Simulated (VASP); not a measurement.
A run of VASP 6.6.1 is set up as follows.

File POSCAR:

```
Fe
1.0
    2.5318781438      0.0000000000      0.0000000000
   -1.2659390719      2.1926707918      0.0000000000
    0.0000000000      0.0000000000      4.3879009864
Fe
2
Direct
    0.3333333333      0.6666666667      0.2500000000
    0.6666666667      0.3333333333      0.7500000000
```

Contents of INCAR.step1:

```
PREC = Accurate ; ENCUT = 520
ISMEAR = 0 ; SIGMA = 0.1
LREAL = F ; LASPH = T
NELM = 150 ; ISPIN = 2
MAGMOM = 3.57 3.57 ; LMAXMIX = 4
NBANDS = 19 ; GGA = PE
ALGO = Normal ; EDIFF = 1E-4
LWAVE = T ; LCHARG = F
```

The input INCAR.step2:

```
PREC = Accurate ; ENCUT = 520
EDIFF = 1E-6 ; ISMEAR = 0
SIGMA = 0.1 ; LREAL = F
LASPH = T ; NELM = 150
ALGO = Normal ; ISIF = 2
LWAVE = F ; LCHARG = F
ISPIN = 2 ; MAGMOM = 3.57 3.57
LORBIT = 11 ; LMAXMIX = 4
METAGGA = R2SCAN ; LMIXTAU = T
NBANDS = 19 ; ISTART = 1
```

The input KPOINTS:

```
regular mesh
0
Gamma
  12 12 4
```

Potentials or basis: VASP PAW PBE potentials, release 64 (Fe).

Launch:

```sh
$ cat potpaw_PBE.64/Fe/POTCAR > POTCAR
$ cp INCAR.step1 INCAR
$ mpirun -np 1 vasp_std > vasp.out
$ cp INCAR.step2 INCAR
$ mpirun -np 1 vasp_std > vasp.out
```

(1) Estimate the pressure.

(2) Estimate the site moments.

## Answers

(1) -0.7 GPa.

(2) Fe +2.80 μB.

Caveat: the PAW data sets were made with another functional, which shifts forces and pressure a little.
